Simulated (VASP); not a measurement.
Runs of VASP 6.6.1 on Cu2Ge. The structure is that of space group P6/mmm (No. 191), or close to it. The cells are those of the table. 

```csv
task,cell,k mesh,cutoff (eV),gap on the mesh (eV),pressure (GPa),largest force (eV/Å)
relaxation of cell and atoms,"relaxed from a = 3.993, b = 3.993, c = 7.484 Å, angles 90.0, 90.0, 120.0°, 6 atoms",6 × 6 × 2,600,none,-0.1,0.02
single point,"a = 4.395, b = 4.395, c = 9.361 Å, angles 90.0, 90.0, 120.0°, 6 atoms",12 × 12 × 4,520,none,0.1,(b)
single point,"a = 3.993, b = 3.993, c = 7.484 Å, angles 90.0, 90.0, 120.0°, 6 atoms",6 × 6 × 2,520,none,(a),9.19
single point,"a = 4.331, b = 4.331, c = 9.421 Å, angles 90.0, 90.0, 120.0°, 6 atoms",6 × 6 × 2,520,none,0.2,0.02
```

Alike in all rows: level PBE; potentials or basis VASP PAW PBE potentials, release 64 (Cu, Ge_d); no spin polarisation; smearing gaussian 0.1 eV.

Problem. Fill in the values left out.

Solution. (a) 55.6; (b) 0.01.

Caveats: some runs use coarse meshes; forces of over 1 eV/Å act on the atoms, so gaps and moduli don't describe the material at rest (some runs).

A k mesh can miss the band edges, and the runs leave out spin-orbit coupling on Ge.

A gap of «none» marks levels without a gap at the run's occupations.
